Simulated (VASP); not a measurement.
# Na4F3 (P-43m) in VASP: further runs

The runs below take Na4F3 through single point, with PBE.

Everything below comes from runs of VASP 6.6.1. Logs are shortened: lines on timing, memory, paths and dates and some standing lists are left out, and cuts for length are marked.

## Step 1: The cell of the first run

Symmetry: P-43m, No. 215, cubic system. The conventional cell has a = 4.295 Å, b = 4.295 Å, c = 4.295 Å, α = 90.00°, β = 90.00°, γ = 90.00°. Within 2.2 Å of Na (site symmetry 3m) lie 3 Na at 1.69 Å and 3 F at 1.77 Å. Within 2.3 Å of F (site symmetry -42m) lie 4 Na at 1.77 Å.

The cell was generated, and may not be a known phase.

## Step 2: Single point, PBE

INCAR reads:

```
ALGO = Normal ; EDIFF = 1E-6
ENCUT = 520 ; GGA = PE
ISIF = 2 ; ISMEAR = 0
LASPH = T ; LCHARG = T
LELF = T ; LREAL = F
LVHAR = T ; LWAVE = F
NBANDS = 34 ; NELM = 60
PREC = Accurate ; SIGMA = 0.1
```

KPOINTS reads:

```
k-points
0
Gamma
  4 4 4
```

POSCAR reads:

```
Na4F3
1.0
    4.2950090400      0.0000000000      0.0000000000
    0.0000000000      4.2950090400      0.0000000000
    0.0000000000      0.0000000000      4.2950090400
Na F
4 3
Direct
    0.3609275800      0.3609275800      0.3609275800
    0.6390724200      0.6390724200      0.3609275800
    0.6390724200      0.3609275800      0.6390724200
    0.3609275800      0.6390724200      0.6390724200
    0.0000000000      0.5000000000      0.5000000000
    0.5000000000      0.0000000000      0.5000000000
    0.5000000000      0.5000000000      0.0000000000
```

Potentials or basis: VASP PAW PBE potentials, release 64 (Na_pv, F).

Launch:

```
$ cat potpaw_PBE.64/Na_pv/POTCAR potpaw_PBE.64/F/POTCAR > POTCAR
$ mpirun -np 1 vasp_std > vasp.out
```

OUTCAR:

```text
EDIFF = 1E-6
   ENCUT = 520
   GGA = PE
   ISIF = 2
   ISMEAR = 0
   LASPH = T
   LREAL = F
   NELM = 60
   PREC = Accurate

 ion  position               nearest neighbor table
   1  0.361  0.361  0.361-   2 1.69   3 1.69   4 1.69   5 1.77   6 1.77   7 1.77
   2  0.639  0.639  0.361-   1 1.69   3 1.69   4 1.69   5 1.77   6 1.77   7 1.77
   3  0.639  0.361  0.639-   1 1.69   2 1.69   4 1.69   5 1.77   6 1.77   7 1.77
   4  0.361  0.639  0.639-   1 1.69   2 1.69   3 1.69   5 1.77   6 1.77   7 1.77
   5  0.000  0.500  0.500-   1 1.77   2 1.77   3 1.77   4 1.77
   6  0.500  0.000  0.500-   1 1.77   2 1.77   3 1.77   4 1.77
   7  0.500  0.500  0.000-   1 1.77   2 1.77   3 1.77   4 1.77

  LATTYP: Found a simple cubic cell.
 ALAT       =     4.2950090400

  Lattice vectors:

 A1 = (   4.2950090400,   0.0000000000,   0.0000000000)
 A2 = (   0.0000000000,   4.2950090400,   0.0000000000)
 A3 = (   0.0000000000,   0.0000000000,   4.2950090400)

Analysis of symmetry for initial positions (statically):
=====================================================================
 Subroutine PRICEL returns:
 Original cell was already a primitive cell.

 Routine SETGRP: Setting up the symmetry group for a
 simple cubic supercell.

 Subroutine GETGRP returns: Found 24 space group operations
 (whereof 24 operations were pure point group operations)
 out of a pool of 48 trial point group operations.

The static configuration has the point symmetry T_d .

Analysis of symmetry for dynamics (positions and initial velocities):
=====================================================================
 Subroutine PRICEL returns:
 Original cell was already a primitive cell.

 Routine SETGRP: Setting up the symmetry group for a
 simple cubic supercell.

 Subroutine GETGRP returns: Found 24 space group operations
 (whereof 24 operations were pure point group operations)
 out of a pool of 48 trial point group operations.

The dynamic configuration has the point symmetry T_d .

 Subroutine INISYM returns: Found 24 space group operations
 (whereof 24 operations are pure point group operations),
 and found     1 'primitive' translations

----------------------------------------------------------------------------------------

                                     Primitive cell

  volume of cell :      79.2305

  direct lattice vectors                    reciprocal lattice vectors
     4.295009040  0.000000000  0.000000000     0.232828381  0.000000000  0.000000000
     0.000000000  4.295009040  0.000000000     0.000000000  0.232828381  0.000000000
     0.000000000  0.000000000  4.295009040     0.000000000  0.000000000  0.232828381

  length of vectors
     4.295009040  4.295009040  4.295009040     0.232828381  0.232828381  0.232828381

  position of ions in fractional coordinates (direct lattice)
     0.360927580  0.360927580  0.360927580
     0.639072420  0.639072420  0.360927580
     0.639072420  0.360927580  0.639072420
     0.360927580  0.639072420  0.639072420
     0.000000000  0.500000000  0.500000000
     0.500000000  0.000000000  0.500000000
     0.500000000  0.500000000  0.000000000

  ion indices of the primitive-cell ions
   primitive index   ion index
                 1           1
                 2           2
                 3           3
                 4           4
                 5           5
                 6           6
                 7           7

----------------------------------------------------------------------------------------

 KPOINTS: k-points

Automatic generation of k-mesh.
 Grid dimensions read from file:
 generate k-points for:    4    4    4

 Generating k-lattice:

  Cartesian coordinates                     Fractional coordinates (reciprocal lattice)
     0.058207095  0.000000000  0.000000000     0.250000000  0.000000000  0.000000000
     0.000000000  0.058207095  0.000000000     0.000000000  0.250000000  0.000000000
     0.000000000  0.000000000  0.058207095     0.000000000  0.000000000  0.250000000

  Length of vectors
     0.058207095  0.058207095  0.058207095

  Shift w.r.t. Gamma in fractional coordinates (k-lattice)
     0.000000000  0.000000000  0.000000000

 Subroutine IBZKPT returns following result:
 ===========================================

 Found     10 irreducible k-points:

 Following reciprocal coordinates:
            Coordinates               Weight
  0.000000  0.000000  0.000000      1.000000
  0.250000  0.000000  0.000000      6.000000
  0.500000  0.000000  0.000000      3.000000
  0.250000  0.250000  0.000000     12.000000
  0.500000  0.250000  0.000000     12.000000
  0.500000  0.500000  0.000000      3.000000
  0.250000  0.250000  0.250000      8.000000
  0.500000  0.250000  0.250000     12.000000
  0.500000  0.500000  0.250000      6.000000
  0.500000  0.500000  0.500000      1.000000
   k-points           NKPTS =     10   k-points in BZ     NKDIM =     10   number of bands    NBANDS=     34
   number of dos      NEDOS =    301   number of ions     NIONS =      7
   total plane-waves  NPLWV =  32768
   dimension x,y,z NGX =    32 NGY =   32 NGZ =   32
   dimension x,y,z NGXF=    64 NGYF=   64 NGZF=   64
   ions per type =               4   3
   NGX,Y,Z   is equivalent  to a cutoff of  12.39, 12.39, 12.39 a.u.
   NGXF,Y,Z  is equivalent  to a cutoff of  24.77, 24.77, 24.77 a.u.
 SYSTEM =  unknown system
   PREC   = accura    normal or accurate (medium, high low for compatibility)
   ISTART =      0    job   : 0-new  1-cont  2-samecut
   ICHARG =      2    charge: 1-file 2-atom 10-const
   ISPIN  =      1    spin polarized calculation?
   LNONCOLLINEAR =      F non collinear calculations
   LSORBIT =      F    spin-orbit coupling
   LASPH  =      T    aspherical Exc in radial PAW
   ENCUT  =  520.0 eV  38.22 Ry    6.18 a.u.   7.99  7.99  7.99*2*pi/ulx,y,z
   NELM   =     60;   NELMIN=  2; NELMDL= -5     # of ELM steps
   EDIFF  = 0.1E-05   stopping-criterion for ELM
   LREAL  =      F    real-space projection
   EDIFFG = 0.1E-04   stopping-criterion for IOM
   NSW    =      0    number of steps for IOM
   IBRION =     -1    ionic relax: 0-MD 1-quasi-New 2-CG
   NFREE  =      0    steps in history (QN), initial steepest desc. (CG)
   ISIF   =      2    stress and relaxation
   ISYM   =      2    0-nonsym 1-usesym 2-fastsym
   POTIM  = 0.5000    time-step for ionic-motion
   TEBEG  =    0.0;   TEEND  =   0.0 temperature during run
   PSTRESS=    0.0 pullay stress
   NELECT =      49.0000    total number of electrons
   NUPDOWN=      -1.0000    fix difference up-down
   EMIN   =  10.00;   EMAX   =-10.00  energy-range for DOS
   EFERMI =   0.00;   METHOD = LEGACY
   ISMEAR =     0;   SIGMA  =   0.10  broadening in eV -4-tet -1-fermi 0-gaus
   EFERMI_NEDOS =   21; number of points for ismear=-14 and -15
   IALGO  =     38    algorithm
   IMIX   =      4    mixing-type and parameters
     AMIX     =   0.40;   BMIX     =  1.00
     AMIX_MAG =   1.60;   BMIX_MAG =  1.00
  volume/ion in A,a.u.               =      11.32        76.38
  Fermi-wavevector in a.u.,A,eV,Ry     =   1.394792  2.635775 26.469382  1.945445
  Thomas-Fermi vector in A             =   2.518307
   LORBIT       =      0    0 simple, 1 ext, 2 COOP (PROOUT), +10 PAW based schemes
   GGA     = PE    functional components
   LHFCALC =     F    Hartree Fock is set to
   AEXX    =    0.0000 exact exchange contribution
   IVDW    =     0    specifies the selected vdW correction
   LEPSILON=     F    determine dielectric tensor
   LRPA    =     F    only Hartree local field effects (RPA)
 non-spin polarized calculation
 Gauss-broadening in eV      SIGMA  =   0.10
  energy-cutoff  :      520.00
  volume of cell :       79.23
 maximum number of plane-waves:      2176
 NGX is ok and might be reduce to    32
   NGX = 15   NGY = 15   NGZ = 15

 number of electron      48.9999882 magnetization

 Free energy of the ion-electron system (eV)
  ---------------------------------------------------
  ext. energy  EPLUGINS =         0.00000000
  ---------------------------------------------------
  free energy    TOTEN  =        -2.77671055 eV

  energy without entropy =       -2.77008533  energy(sigma->0) =       -2.77339794

 E-fermi :   6.3186     XC(G=0):  -9.4485

 val. band max:        5.9845361046   @ k =   0.5000   0.0000   0.0000
 cond. band min:       6.3870234643   @ k =   0.5000   0.2500   0.0000
 fundamental gap:      0.4024873597
 Fermi energy:         6.3186164993

 k-point     1 :       0.0000    0.0000    0.0000
  band No.  band energies     occupation
      1     -27.3265      2.00000
      2     -25.6560      2.00000
      3     -25.6560      2.00000
      4     -25.1235      2.00000
      5     -25.1235      2.00000
      6     -25.1235      2.00000
[... 26 lines left out ...]
     33      15.2196      0.00000
     34      15.2196      0.00000

 k-point     2 :       0.2500    0.0000    0.0000
  band No.  band energies     occupation
      1     -27.3174      2.00000
      2     -25.6927      2.00000
      3     -25.6538      2.00000
      4     -25.1363      2.00000
      5     -25.1363      2.00000
      6     -25.0221      2.00000
[... 26 lines left out ...]
     33      14.9811      0.00000
     34      16.0018      0.00000

 k-point     3 :       0.5000    0.0000    0.0000
  band No.  band energies     occupation
      1     -27.3082      2.00000
      2     -25.7220      2.00000
      3     -25.6517      2.00000
      4     -25.1490      2.00000
      5     -25.1490      2.00000
      6     -24.9198      2.00000
[... 26 lines left out ...]
     33      14.7908      0.00000
     34      16.3446      0.00000

 k-point     4 :       0.2500    0.2500    0.0000
  band No.  band energies     occupation
      1     -27.3077      2.00000
      2     -25.7052      2.00000
      3     -25.6847      2.00000
      4     -25.2366      2.00000
      5     -25.1496      2.00000
      6     -24.7955      2.00000
[... 26 lines left out ...]
     33      15.4636      0.00000
     34      16.1987      0.00000

 k-point     5 :       0.5000    0.2500    0.0000
  band No.  band energies     occupation
      1     -27.2980      2.00000
      2     -25.7320      2.00000
      3     -25.6973      2.00000
      4     -25.2730      2.00000
      5     -25.1628      2.00000
      6     -24.6176      2.00000
[... 26 lines left out ...]
     33      14.9266      0.00000
     34      16.9884      0.00000

 k-point     6 :       0.5000    0.5000    0.0000
  band No.  band energies     occupation
      1     -27.2875      2.00000
      2     -25.7420      2.00000
      3     -25.7420      2.00000
      4     -25.3180      2.00000
      5     -25.1764      2.00000
      6     -24.3522      2.00000
[... 26 lines left out ...]
     33      14.6824      0.00000
     34      16.9138      0.00000

 k-point     7 :       0.2500    0.2500    0.2500
  band No.  band energies     occupation
      1     -27.2974      2.00000
      2     -25.7116      2.00000
      3     -25.7116      2.00000
      4     -25.4589      2.00000
      5     -24.7994      2.00000
      6     -24.7994      2.00000
[... 26 lines left out ...]
     33      15.9257      0.00000
     34      15.9257      0.00000

 k-point     8 :       0.5000    0.2500    0.2500
  band No.  band energies     occupation
      1     -27.2869      2.00000
      2     -25.7423      2.00000
      3     -25.7179      2.00000
      4     -25.5385      2.00000
      5     -24.8032      2.00000
      6     -24.5594      2.00000
[... 26 lines left out ...]
     33      15.9591      0.00000
     34      17.4116      0.00000

 k-point     9 :       0.5000    0.5000    0.2500
  band No.  band energies     occupation
      1     -27.2755      2.00000
      2     -25.7526      2.00000
      3     -25.7526      2.00000
      4     -25.6301      2.00000
      5     -24.7045      2.00000
      6     -24.3507      2.00000
[... 26 lines left out ...]
     33      17.3145      0.00000
     34      17.7994      0.00000

 k-point    10 :       0.5000    0.5000    0.5000
  band No.  band energies     occupation
      1     -27.2630      2.00000
      2     -25.7631      2.00000
      3     -25.7631      2.00000
      4     -25.7631      2.00000
      5     -24.3492      2.00000
      6     -24.3492      2.00000
[... 26 lines left out ...]
     33      18.6272      0.00000
     34      18.6272      0.00000

------------------------ aborting loop because EDIFF is reached ----------------------------------------

  FORCE on cell =-STRESS in cart. coord.  units (eV):
  Direction    XX          YY          ZZ          XY          YZ          ZX
  --------------------------------------------------------------------------------------
  -------------------------------------------------------------------------------------
  Total       53.5393278     53.5393278     53.5393278      0.0000000      0.0000000      0.0000000
  in kB     1082.6579015   1082.6579015   1082.6579015      0.0000000      0.0000000      0.0000000
  external PRESSURE =    1082.6579015 kB  Pullay stress =       0.0000000 kB

 VOLUME and BASIS-vectors are now :
 -----------------------------------------------------------------------------
  energy-cutoff  :      520.00
  volume of cell :       79.23
      direct lattice vectors                 reciprocal lattice vectors
     4.295009040  0.000000000  0.000000000     0.232828381  0.000000000  0.000000000
     0.000000000  4.295009040  0.000000000     0.000000000  0.232828381  0.000000000
     0.000000000  0.000000000  4.295009040     0.000000000  0.000000000  0.232828381

 POSITION                                       TOTAL-FORCE (eV/Angst)
 -----------------------------------------------------------------------------------
      1.55019      1.55019      1.55019        -8.991014     -8.991014     -8.991014
      2.74482      2.74482      1.55019         8.991014      8.991014     -8.991014
      2.74482      1.55019      2.74482         8.991014     -8.991014      8.991014
      1.55019      2.74482      2.74482        -8.991014      8.991014      8.991014
      0.00000      2.14750      2.14750         0.000000      0.000000      0.000000
      2.14750      0.00000      2.14750         0.000000     -0.000000     -0.000000
      2.14750      2.14750      0.00000        -0.000000     -0.000000      0.000000
 -----------------------------------------------------------------------------------
    total drift:                               -0.000000     -0.000000     -0.000000

  FREE ENERGIE OF THE ION-ELECTRON SYSTEM (eV)
  ---------------------------------------------------
  free  energy   TOTEN  =        -2.7767105511 eV

  energy  without entropy=       -2.7700853276  energy(sigma->0) =       -2.77339794
```

Run time: 29 s. Hardware: 1 thread of AMD EPYC 7R43 (Zen 3), shared host; peak memory 0.14 GiB.

What came out:

| Property | Result |
| --- | --- |
| Free energy | -2.7767 eV |
| Pressure | 108.3 GPa |
| Largest force | 15.573 eV/Å |
| Band gap on the k mesh | zero (an odd number of electrons rules out a gap without spin polarisation) |

Forces on the atoms (eV/Å):
```
Na  -8.991 -8.991 -8.991
Na   8.991  8.991 -8.991
Na   8.991 -8.991  8.991
Na  -8.991  8.991  8.991
F    0.000  0.000  0.000
F    0.000  0.000  0.000
F    0.000  0.000  0.000
```

Levels at points of the mesh, in eV from the Fermi level:
| k point | band 20 | band 21 | band 22 | band 23 | band 24 | band 25 | band 26 | band 27 | band 28 | band 29 |
| --- | --- | --- | --- | --- | --- | --- | --- | --- | --- | --- |
| (0.00, 0.00, 0.00) | -9.25 | -9.25 | -8.96 | -8.96 | -8.96 | -2.27 | 4.58 | 4.58 | 5.52 | 5.52 |
| (0.50, 0.00, 0.00) | -9.32 | -9.32 | -9.06 | -9.02 | -9.02 | -0.33 | 0.93 | 5.31 | 5.31 | 5.86 |
| (0.50, 0.50, 0.00) | -9.42 | -9.18 | -9.18 | -9.08 | -8.81 | 0.79 | 2.23 | 2.23 | 4.91 | 6.56 |
| (0.50, 0.50, 0.50) | -9.08 | -9.08 | -8.81 | -8.81 | -8.81 | 0.95 | 3.49 | 3.49 | 3.49 | 5.38 |

Caveat: the k points lie up to 0.37 Å⁻¹ apart, too coarse for converged energies and pressures of a metal; atoms lie so close that the PAW spheres overlap strongly, which falsifies energies and pressures; an odd number of electrons without spin polarisation forces a metal; a magnetic or distorted state may lie lower.

## Step 3: Single point, PBE

This run uses another cell than the first one, of 20.94 Å³/atom.

INCAR reads:

```
SYSTEM = Na4F3
PREC     = Accurate       ! precision mode
ENCUT    = 520            ! plane-wave cutoff, eV
EDIFF    = 1E-7           ! SCF threshold, eV
ISMEAR   = 0              ! smearing method
SIGMA    = 0.1            ! smearing width, eV
LREAL    = .False.        ! projectors in reciprocal space
LASPH    = .True.         ! aspherical terms in the spheres
NELM     = 100            ! most SCF steps
ALGO     = Normal         ! electronic algorithm
ISIF     = 2              ! what is computed and relaxed
LWAVE    = .False.        ! write WAVECAR
LCHARG   = .True.         ! write CHGCAR
GGA      = PE             ! functional
LELF     = .True.         ! ELF
LVHAR    = .True.       
NBANDS   = 34             ! bands
```

KPOINTS reads:

```
regular mesh
0
Gamma
  4 4 4
  0 0 0
```

POSCAR reads:

```
Na4F3
1.0
    5.2728810291      0.0000000000      0.0000000000
    0.0000000000      5.2728810291      0.0000000000
    0.0000000000      0.0000000000      5.2728810291
Na F
4 3
Direct
    0.2633720560      0.2633720560      0.2633720560
    0.7366279440      0.7366279440      0.2633720560
    0.7366279440      0.2633720560      0.7366279440
    0.2633720560      0.7366279440      0.7366279440
    0.0000000000      0.5000000000      0.5000000000
    0.5000000000      0.0000000000      0.5000000000
    0.5000000000      0.5000000000      0.0000000000
```

Potentials or basis: VASP PAW PBE potentials, release 64 (Na_pv, F).

Launch:

```
$ cat potpaw_PBE.64/Na_pv/POTCAR potpaw_PBE.64/F/POTCAR > POTCAR
$ mpirun -np 1 vasp_std > vasp.out
```

Run time: 64 s. Hardware: 1 thread of AMD EPYC 7R43 (Zen 3), shared host; peak memory 0.19 GiB.

The run converged. Its results:

```
Free energy            : -25.8708 eV
Pressure               : -0.1 GPa
Largest force          : 0.010 eV/Å
Band gap on the k mesh : zero (an odd number of electrons rules out a gap without spin polarisation)
```

Forces in eV/Å, atoms in the order of the input:
```
Na  -0.006 -0.006 -0.006
Na   0.006  0.006 -0.006
Na   0.006 -0.006  0.006
Na  -0.006  0.006  0.006
F    0.000  0.000  0.000
F    0.000  0.000  0.000
F    0.000  0.000  0.000
```

Levels at points of the mesh, in eV from the Fermi level:
```csv
k point,band 20,band 21,band 22,band 23,band 24,band 25,band 26,band 27,band 28,band 29
"(0.00, 0.00, 0.00)",-5.34,-5.34,-5.29,-5.29,-5.29,-1.40,2.96,3.84,3.84,4.63
"(0.50, 0.00, 0.00)",-5.45,-5.45,-5.38,-5.30,-5.30,-0.20,0.87,3.99,4.44,4.82
"(0.50, 0.50, 0.00)",-5.51,-5.44,-5.44,-5.30,-5.24,0.51,1.94,1.94,2.86,5.33
"(0.50, 0.50, 0.50)",-5.30,-5.30,-5.24,-5.24,-5.24,0.84,2.77,2.77,2.77,3.93
```

Caveat: an odd number of electrons without spin polarisation forces a metal; a magnetic or distorted state may lie lower.

The gap in the log of VASP goes by the Fermi energy; the results here count the filled bands.